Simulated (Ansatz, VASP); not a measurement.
## Two plane-wave programs on Si8N

```
Si N
1.0
     7.70216    0.00000    0.00000
     0.00000    6.36468    0.00000
     0.00000    0.00000   22.25254
Si N
16 2
Cartesian
  0.0000 5.9641 4.0000
  3.8511 5.9641 4.0000
  0.0000 3.5829 4.0000
  3.8511 3.5829 4.0000
  1.9255 2.7818 5.1117
  5.7766 2.7818 5.1117
  1.9255 0.4005 5.1117
  5.7766 0.4005 5.1117
  1.9255 5.9402 7.3491
  5.7766 5.9402 7.3491
  1.9255 3.6068 7.3491
  5.7766 3.6068 7.3491
  0.0000 2.7113 8.2525
  3.8511 2.7113 8.2525
  0.0000 0.4710 8.2525
  3.8511 0.4710 8.2525
  0.0000 2.1613 11.8525
  0.0000 3.2613 11.8525
```

Alike in both runs: task single point; functional PBE; k mesh 4 × 4 × 1; occupations gaussian, width 0.05 eV; no spin polarisation.

|  | VASP | Ansatz |
| --- | --- | --- |
| version | VASP 6.6.1 | Ansatz 0.2.0 |
| potentials or method | VASP PAW PBE potentials, release 64 (Si, N), cutoff 520 eV | scalar-relativistic, plane waves, PAW |
| valence electrons in the cell | 74 | 74 |

```csv
,VASP,Ansatz,Ansatz less VASP
gap on the k mesh at the Fermi level (eV),none,none,-
rms of the force components (eV/Å),0.526,0.338,-0.1876
```

Atom by atom the forces differ by 0.346 eV/Å (rms over components). A gap of «none» marks a metal or a gap that the smearing closes. One of these differences is far larger than is usual between the two programs; its cause wasn't traced. Ansatz's warnings: xc potential rough in thin density.

Noted on VASP's run: the standard files for N, O and F lose accuracy on very short bonds.
